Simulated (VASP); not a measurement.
Write the native input for VASP 6.6.1 that does the following.

| Property | Result |
| --- | --- |
| Task | single point |
| Functional | PBE |
| Potentials or basis | VASP PAW PBE potentials, release 64 (Zn, S) |
| Cutoff | 520 eV |
| k mesh | 10 × 10 × 10 |
| Occupations | gaussian, width 0.02 eV |
| Spin | no spin polarisation |
| Dipole correction | no |
| Further INCAR settings | ALGO = Normal; EDIFF = 1e-06; NBANDS = 16 |

The structure of ZnS lies in POSCAR:

```
ZnS
1.0
    0.0000000000      2.6045779500      2.6045779500
    2.6045779500      0.0000000000      2.6045779500
    2.6045779500      2.6045779500      0.0000000000
Zn S
1 1
Direct
    0.0000000000      0.0000000000      0.0000000000
    0.7500000000      0.7500000000      0.7500000000
```

This cell differs from its parent crystal: strained.

These files were run (other wordings do the same):

INCAR

```
SYSTEM = ZnS
PREC = Accurate ; ENCUT = 520
EDIFF = 1E-6 ; ISMEAR = 0
SIGMA = 0.02 ; LREAL = .FALSE.
LASPH = .TRUE. ; NELM = 80
ALGO = Normal ; ISIF = 2
LWAVE = .FALSE. ; LCHARG = .FALSE.
GGA = PE ; NBANDS = 16
```

KPOINTS

```
Automatic mesh
0
G
  10 10 10
  0 0 0
```

Potentials or basis: VASP PAW PBE potentials, release 64 (Zn, S).

Command:

```bash
$ cat potpaw_PBE.64/Zn/POTCAR potpaw_PBE.64/S/POTCAR > POTCAR
$ mpirun -np 1 vasp_std > vasp.out
```

Results of the run:

```yaml
Pressure: 12.5 GPa
Band_gap_on_the_k_mesh: 2.61 eV
```

Caveat: the cell differs from its parent crystal (strained); the cell stands under pressure.

Wall time 30 s on 1 thread of Intel Xeon 8259CL, on a shared host, peak memory 0.17 GiB.
